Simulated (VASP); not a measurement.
Crystal: Al.

```
CELL_PARAMETERS angstrom
2.84947 0.00000 0.00000
-1.42473 2.46771 0.00000
0.00000 0.00000 4.93089
ATOMIC_POSITIONS crystal
Al 0.33333 0.66667 0.25000
Al 0.66667 0.33333 0.75000
```

This cell differs from its parent crystal: volume scaled by 1.04.

Base run:

```yaml
Program: VASP 6.6.1
Functional: PBE
Potentials_or_basis: VASP PAW PBE potentials, release 64 (Al)
Cutoff: 520 eV
k_mesh: 11 × 11 × 6
Occupations: fermi-dirac, width 0.05 eV
Spin: no spin polarisation
```

Its results: band gap on the k mesh zero (band 3 reaches 10.89 eV, above the bottom of band 4 at 4.59 eV); pressure -2.6 GPa.

Question: The run is repeated on the same cell with these changes: functional from PBE to r2SCAN. What comes out?

Answer: Band gap on the k mesh zero (band 3 reaches 11.11 eV, above the bottom of band 4 at 4.50 eV); pressure -5.8 GPa.

Caveats: the PAW data sets were made with another functional, which shifts forces and pressure a little (some runs).
